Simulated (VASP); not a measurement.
# Bi (R-3m) in VASP: further runs, part 3 of 3

VASP 6.6.1.

## 6. Single point, LDA

The input, INCAR:

```
ALGO = Normal
EDIFF = 1E-6
ENCUT = 520
ISIF = 2
ISMEAR = 1
LASPH = True
LCHARG = False
LREAL = False
LWAVE = False
NBANDS = 22
NELM = 100
PREC = Accurate
SIGMA = 0.2
```

The input, KPOINTS:

```
k-points
0
Gamma
  9 9 9
```

The input, POSCAR:

```
Bi
1.0
    2.2451514826      1.2962388128      3.8388382945
   -2.2451514826      1.2962388128      3.8388382945
    0.0000000000     -2.5924776257      3.8388382945
Bi
2
Direct
    0.2371145469      0.2371145469      0.2371145469
    0.7628854531      0.7628854531      0.7628854531
```

Potentials or basis: VASP PAW LDA potentials, release 64 (Bi_d).

Run with:

```console
$ cat potpaw_LDA.64/Bi_d/POTCAR > POTCAR
$ mpirun -np 1 vasp_std > vasp.out
```

OUTCAR:

```text
EDIFF = 1E-6
   ENCUT = 520
   ISIF = 2
   ISMEAR = 1
   LASPH = True
   LREAL = False
   NELM = 100
   PREC = Accurate

 ion  position               nearest neighbor table
   1  0.237  0.237  0.237-   2 3.06   2 3.06   2 3.06   2 3.41   2 3.41   2 3.41
   2  0.763  0.763  0.763-   1 3.06   1 3.06   1 3.06   1 3.41   1 3.41   1 3.41

  LATTYP: Found a trigonal (rhomboedric) cell.
 ALAT       =     4.6322370072
 COS(alpha) =     0.5301710765

  Lattice vectors:

 A1 = (   2.2451514826,   1.2962388128,   3.8388382945)
 A2 = (  -2.2451514826,   1.2962388128,   3.8388382945)
 A3 = (   0.0000000000,  -2.5924776257,   3.8388382945)

Analysis of symmetry for initial positions (statically):
=====================================================================
 Subroutine PRICEL returns:
 Original cell was already a primitive cell.

 Routine SETGRP: Setting up the symmetry group for a
 trigonal (rhombohedral) supercell.

 Subroutine GETGRP returns: Found 12 space group operations
 (whereof 12 operations were pure point group operations)
 out of a pool of 12 trial point group operations.

The static configuration has the point symmetry D_3d.

Analysis of symmetry for dynamics (positions and initial velocities):
=====================================================================
 Subroutine PRICEL returns:
 Original cell was already a primitive cell.

 Routine SETGRP: Setting up the symmetry group for a
 trigonal (rhombohedral) supercell.

 Subroutine GETGRP returns: Found 12 space group operations
 (whereof 12 operations were pure point group operations)
 out of a pool of 12 trial point group operations.

The dynamic configuration has the point symmetry D_3d.

 Subroutine INISYM returns: Found 12 space group operations
 (whereof 12 operations are pure point group operations),
 and found     1 'primitive' translations

----------------------------------------------------------------------------------------

                                     Primitive cell

  volume of cell :      67.0319

  direct lattice vectors                    reciprocal lattice vectors
     2.245151483  1.296238813  3.838838294     0.222702122  0.128577130  0.086831825
    -2.245151483  1.296238813  3.838838294    -0.222702122  0.128577130  0.086831825
     0.000000000 -2.592477626  3.838838294     0.000000000 -0.257154260  0.086831825

  length of vectors
     4.632237007  4.632237007  4.632237007     0.271418642  0.271418642  0.271418642

  position of ions in fractional coordinates (direct lattice)
     0.237114547  0.237114547  0.237114547
     0.762885453  0.762885453  0.762885453

  ion indices of the primitive-cell ions
   primitive index   ion index
                 1           1
                 2           2

----------------------------------------------------------------------------------------

 KPOINTS: k-points

Automatic generation of k-mesh.
 Grid dimensions read from file:
 generate k-points for:    9    9    9

 Generating k-lattice:

  Cartesian coordinates                     Fractional coordinates (reciprocal lattice)
     0.024744680  0.014286348  0.009647981     0.111111111  0.000000000 -0.000000000
    -0.024744680  0.014286348  0.009647981     0.000000000  0.111111111 -0.000000000
     0.000000000 -0.028572696  0.009647981     0.000000000  0.000000000  0.111111111

  Length of vectors
     0.030157627  0.030157627  0.030157627

  Shift w.r.t. Gamma in fractional coordinates (k-lattice)
     0.000000000  0.000000000  0.000000000

 Subroutine IBZKPT returns following result:
 ===========================================

 Found     85 irreducible k-points:

 Following reciprocal coordinates:
            Coordinates               Weight
  0.000000  0.000000  0.000000      1.000000
  0.111111 -0.000000  0.000000      6.000000
  0.222222  0.000000  0.000000      6.000000
  0.333333 -0.000000  0.000000      6.000000
  0.444444  0.000000  0.000000      6.000000
  0.111111  0.111111  0.000000      6.000000
[... 16 lines left out ...]
 -0.333333  0.333333  0.000000      6.000000
  0.444444  0.444444  0.000000      6.000000
 [... further k-points ...]
   k-points           NKPTS =     85   k-points in BZ     NKDIM =     85   number of bands    NBANDS=     22
   number of dos      NEDOS =    301   number of ions     NIONS =      2
   total plane-waves  NPLWV =  46656
   dimension x,y,z NGX =    36 NGY =   36 NGZ =   36
   dimension x,y,z NGXF=    72 NGYF=   72 NGZF=   72
   ions per type =               2
   NGX,Y,Z   is equivalent  to a cutoff of  12.92, 12.92, 12.92 a.u.
   NGXF,Y,Z  is equivalent  to a cutoff of  25.84, 25.84, 25.84 a.u.
 SYSTEM =  unknown system
   PREC   = accura    normal or accurate (medium, high low for compatibility)
   ISTART =      0    job   : 0-new  1-cont  2-samecut
   ICHARG =      2    charge: 1-file 2-atom 10-const
   ISPIN  =      1    spin polarized calculation?
   LNONCOLLINEAR =      F non collinear calculations
   LSORBIT =      F    spin-orbit coupling
   LASPH  =      T    aspherical Exc in radial PAW
   ENCUT  =  520.0 eV  38.22 Ry    6.18 a.u.   8.61  8.61  8.61*2*pi/ulx,y,z
   NELM   =    100;   NELMIN=  2; NELMDL= -5     # of ELM steps
   EDIFF  = 0.1E-05   stopping-criterion for ELM
   LREAL  =      F    real-space projection
   EDIFFG = 0.1E-04   stopping-criterion for IOM
   NSW    =      0    number of steps for IOM
   IBRION =     -1    ionic relax: 0-MD 1-quasi-New 2-CG
   NFREE  =      0    steps in history (QN), initial steepest desc. (CG)
   ISIF   =      2    stress and relaxation
   ISYM   =      2    0-nonsym 1-usesym 2-fastsym
   POTIM  = 0.5000    time-step for ionic-motion
   TEBEG  =    0.0;   TEEND  =   0.0 temperature during run
   PSTRESS=    0.0 pullay stress
   NELECT =      30.0000    total number of electrons
   NUPDOWN=      -1.0000    fix difference up-down
   EMIN   =  10.00;   EMAX   =-10.00  energy-range for DOS
   EFERMI =   0.00;   METHOD = LEGACY
   ISMEAR =     1;   SIGMA  =   0.20  broadening in eV -4-tet -1-fermi 0-gaus
   EFERMI_NEDOS =   21; number of points for ismear=-14 and -15
   IALGO  =     38    algorithm
   IMIX   =      4    mixing-type and parameters
     AMIX     =   0.40;   BMIX     =  1.00
     AMIX_MAG =   1.60;   BMIX_MAG =  1.00
  volume/ion in A,a.u.               =      33.52       226.18
  Fermi-wavevector in a.u.,A,eV,Ry     =   1.252241  2.366393 21.335406  1.568108
  Thomas-Fermi vector in A             =   2.386151
   LORBIT       =      0    0 simple, 1 ext, 2 COOP (PROOUT), +10 PAW based schemes
   GGA     = CA    functional components
   LHFCALC =     F    Hartree Fock is set to
   AEXX    =    0.0000 exact exchange contribution
   IVDW    =     0    specifies the selected vdW correction
   LEPSILON=     F    determine dielectric tensor
   LRPA    =     F    only Hartree local field effects (RPA)
 non-spin polarized calculation
 Methfessel and Paxton  Order N= 1 SIGMA  =   0.20
  energy-cutoff  :      520.00
  volume of cell :       67.03
 maximum number of plane-waves:      1827
   NGX = 17   NGY = 17   NGZ = 17

 number of electron      30.0000008 magnetization

 Free energy of the ion-electron system (eV)
  ---------------------------------------------------
  ext. energy  EPLUGINS =         0.00000000
  ---------------------------------------------------
  free energy    TOTEN  =        -9.13314083 eV

  energy without entropy =       -9.13417667  energy(sigma->0) =       -9.13348611

 E-fermi :   6.6272     XC(G=0): -10.0320

 val. band max:        6.6143873753   @ k =   0.4444   0.0000   0.0000
 cond. band min:       6.6431485298   @ k =   0.2222   0.2222   0.1111
 fundamental gap:      0.0287611545
 Fermi energy:         6.6272009844

 k-point     1 :       0.0000    0.0000    0.0000
  band No.  band energies     occupation
      1     -16.3013      2.00000
      2     -16.3013      2.00000
      3     -16.1290      2.00000
      4     -16.1290      2.00000
      5     -16.1180      2.00000
      6     -15.9192      2.00000
[... 14 lines left out ...]
     21      12.3601      0.00000
     22      12.9590      0.00000

 k-point     2 :       0.1111   -0.0000    0.0000
  band No.  band energies     occupation
      1     -16.2896      2.00000
      2     -16.2879      2.00000
      3     -16.1239      2.00000
      4     -16.1213      2.00000
      5     -16.1110      2.00000
      6     -15.9256      2.00000
[... 14 lines left out ...]
     21      12.5212      0.00000
     22      13.9643      0.00000
[... 523 lines left out ...]
     21      14.7262      0.00000
     22      16.6333      0.00000

 k-point    24 :       0.4444    0.4444    0.0000
  band No.  band energies     occupation
      1     -16.2856      2.00000
      2     -16.1411      2.00000
      3     -16.1296      2.00000
      4     -16.0222      2.00000
      5     -16.0192      2.00000
      6     -15.9994      2.00000
[... 14 lines left out ...]
     21      16.5107      0.00000
     22      17.2071      0.00000

 [... further k-points ...]
[... 5 lines left out ...]
  --------------------------------------------------------------------------------------
  -------------------------------------------------------------------------------------
  Total        0.0567310      0.0567310     -0.0009463      0.0000000      0.0000000      0.0000000
  in kB        1.3559686      1.3559686     -0.0226184      0.0000000      0.0000000      0.0000000
  external PRESSURE =       0.8964396 kB  Pullay stress =       0.0000000 kB

 VOLUME and BASIS-vectors are now :
 -----------------------------------------------------------------------------
  energy-cutoff  :      520.00
  volume of cell :       67.03
      direct lattice vectors                 reciprocal lattice vectors
     2.245151483  1.296238813  3.838838294     0.222702122  0.128577130  0.086831825
    -2.245151483  1.296238813  3.838838294    -0.222702122  0.128577130  0.086831825
     0.000000000 -2.592477626  3.838838294     0.000000000 -0.257154260  0.086831825

 POSITION                                       TOTAL-FORCE (eV/Angst)
 -----------------------------------------------------------------------------------
      0.00000     -0.00000      2.73073         0.000000     -0.000000      0.006599
      0.00000     -0.00000      8.78578         0.000000      0.000000     -0.006599
 -----------------------------------------------------------------------------------
    total drift:                                0.000000      0.000000      0.000000

  FREE ENERGIE OF THE ION-ELECTRON SYSTEM (eV)
  ---------------------------------------------------
  free  energy   TOTEN  =        -9.1331408257 eV

  energy  without entropy=       -9.1341766719  energy(sigma->0) =       -9.13348611
```

stdout:

```text
POSCAR found type information on POSCAR Bi
 POSCAR found :  1 types and       2 ions
 scaLAPACK will be used
 LDA part: xc-table for (Slater(with rela. corr.)+CA(PZ))
 , standard interpolation
 POSCAR, INCAR and KPOINTS ok, starting setup
 FFT: planning ... GRIDC
 FFT: planning ... GRID_SOFT
 FFT: planning ... GRID
 WAVECAR not read
 entering main loop
```

Wall time 39 s (1 thread of Intel Xeon 6975P-C (Granite Rapids), shared host); peak memory 0.23 GiB.

What came out:

* Free energy: -9.1331 eV
* Pressure: 0.1 GPa
* Largest force: 0.007 eV/Å
* Band gap on the k mesh: zero (band 15 reaches 6.64 eV, above the bottom of band 16 at 6.61 eV)

Forces on the atoms (eV/Å):
```
Bi   0.000  0.000  0.007
Bi   0.000  0.000 -0.007
```

Caveat: spin-orbit coupling is left out, which moves the levels of the heavy elements.

## 7. Overview

```csv
smearing,gap on the mesh (eV),pressure (GPa),largest force (eV/Å)
gaussian 1 eV,none,0.6,0.33
methfessel-paxton 0.01 eV,none,0.1,0.01
methfessel-paxton 0.03 eV,none,0.1,0.01
methfessel-paxton 0.1 eV,none,0.1,0.01
methfessel-paxton 0.2 eV,none,0.1,0.01
```

Alike in all rows: task single point; level LDA; potentials or basis VASP PAW LDA potentials, release 64 (Bi_d); no spin polarisation; cell as given; k mesh 9 × 9 × 9; cutoff (eV) 520.

Every run on the cell as given and a fine mesh finds a metal.

Caveats: spin-orbit coupling is left out, which moves the levels of the heavy elements.

Absolute energies hang on the potentials; compare differences alone.
